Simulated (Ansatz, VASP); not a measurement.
## Two plane-wave programs on CsCdCl3

```
CELL_PARAMETERS angstrom
4.95396 0.00000 0.00000
0.00000 4.95396 0.00000
0.00000 0.00000 4.95396
ATOMIC_POSITIONS crystal
Cs 0.00000 0.00000 0.00000
Cd 0.50000 0.50000 0.50000
Cl 0.00000 0.50000 0.50000
Cl 0.50000 0.00000 0.50000
Cl 0.50000 0.50000 0.00000
```

Alike in both runs: task single point; functional LDA; k mesh 6 × 6 × 6; occupations gaussian, width 0.02 eV; no spin polarisation.

|  | VASP | Ansatz |
| --- | --- | --- |
| version | VASP 6.6.1 | Ansatz 0.2.0 |
| potentials or method | VASP PAW LDA potentials, release 64 (Cs_sv, Cd, Cl), cutoff 520 eV | scalar-relativistic, plane waves, PAW |
| valence electrons in the cell | 42 | 50 |

|  | VASP | Ansatz | Ansatz less VASP |
| --- | --- | --- | --- |
| gap on the k mesh at the Fermi level (eV) | 1.75 | 1.71 | -0.032 |
| least direct gap on the mesh (eV) | 2.77 | 2.74 | -0.021 |
| pressure (GPa) | 5.6 | 5.1 | -0.45 |

LDA's correlation is that of Perdew and Zunger in VASP and of Perdew and Wang (1992) in Ansatz. VASP's potentials hold 42 valence electrons a cell and Ansatz's 50, so a difference there can come from the potentials and not from the codes.

Spin-orbit coupling is off throughout.
